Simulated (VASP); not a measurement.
**PbS2: single point with PBE**

System: PbS2, a sheet with vacuum.

```
Pb S
1.0
     3.76544    0.00000    0.00000
    -1.88272    3.26096    0.00000
     0.00000    0.00000   29.68554
Pb S
1 2
Direct
  0.00000 0.00000 0.28614
  0.33333 0.66667 0.22954
  0.33333 0.66667 0.34274
```

The cell was built from a structure type or drawn by symmetry, and may not be a known phase.

```json
{
  "Program": "VASP 6.6.1",
  "Task": "single point",
  "Functional": "PBE",
  "Potentials or basis": "VASP PAW PBE potentials, release 64 (Pb_d, S)",
  "Cutoff": "520 eV",
  "k mesh": "12 × 12 × 1",
  "Occupations": "gaussian, width 0.01 eV",
  "Spin": "no spin polarisation",
  "Dipole correction": "yes",
  "Further INCAR settings": "ALGO = Normal; EDIFF = 1e-07; NBANDS = 20"
}
```

```json
{"Largest force": "0.004 eV/Å", "Band gap on the k mesh": "0.14 eV (least direct gap 0.30 eV)"}
```

Forces in eV/Å, atoms in the order of the input:
```
Pb   0.000  0.000  0.000
S    0.000  0.000  0.004
S    0.000  0.000 -0.004
```

Levels at points of the mesh, in eV from the valence-band top:
```
           k point  band 9  band 10  band 11  band 12  band 13  band 14  band 15  band 16  band 17  band 18
(0.00, 0.00, 0.00)   -1.18    -0.57    -0.57     0.00     0.00     0.36     4.34     5.28     5.28     6.08
(0.50, 0.00, 0.00)   -3.26    -3.25    -1.85    -0.40    -0.16     0.14     3.25     5.00     5.67     7.90
```

It took 4.4 min on 1 thread of AMD EPYC 7R43 64-Core Processor (Zen 3), with other jobs on the host, peak memory 0.45 GiB.

Caveat: spin-orbit coupling is left out, which moves the levels of the heavy elements.
